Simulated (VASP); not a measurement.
Si2C: single point with PBE

Crystal: Si2C.

```
Si C
1.0
     3.42515    0.00000    0.00000
     0.00000    3.42515    0.00000
     0.00000    0.00000    3.04534
Si C
2 1
Direct
  0.50000 0.00000 0.50000
  0.00000 0.50000 0.50000
  0.00000 0.00000 0.00000
```

The cell was built from a structure type or drawn by symmetry, and may not be a known phase.

* Program: VASP 6.6.1
* Task: single point
* Functional: PBE
* Potentials or basis: VASP PAW PBE potentials, release 64 (Si, C)
* Cutoff: 520 eV
* k mesh: 6 × 6 × 4
* Occupations: gaussian, width 0.1 eV
* Spin: no spin polarisation

The pressure is 0.1 GPa and the band gap on the k mesh is zero (bands 6 and 7 overlap by 7.02 eV).

Stress tensor (GPa, compression positive):
```
0.01 0.00 0.00
0.00 0.01 0.00
0.00 0.00 0.17
```

Levels at points of the mesh, in eV from the Fermi level:
```tsv
k point	band 2	band 3	band 4	band 5	band 6	band 7	band 8	band 9	band 10	band 11
(0.00, 0.00, 0.00)	-5.21	-5.21	-4.68	-3.32	-1.90	2.21	4.04	4.04	7.39	7.51
(0.50, 0.00, 0.00)	-11.31	-4.03	-2.41	-2.00	-0.24	0.17	2.44	3.33	6.19	7.37
(0.50, 0.50, 0.00)	-9.57	-9.57	-6.63	-1.62	2.05	3.49	3.49	4.65	4.65	8.80
(0.00, 0.00, 0.50)	-12.39	-2.15	-2.15	-1.52	-1.52	-0.88	1.24	1.56	1.93	8.79
(0.50, 0.00, 0.50)	-10.46	-8.38	-6.73	-1.63	0.82	1.66	1.97	2.43	5.07	6.12
(0.50, 0.50, 0.50)	-8.64	-5.87	-5.87	-5.83	-5.83	-4.97	0.98	8.49	8.64	8.64
```

Wall time 5.2 s on 1 thread of Intel(R) Xeon(R) 6975P-C (Granite Rapids), with other jobs on the host, peak memory 0.14 GiB.

Caveat: the k points lie up to 0.52 Å⁻¹ apart, too coarse for converged energies and pressures of a metal.
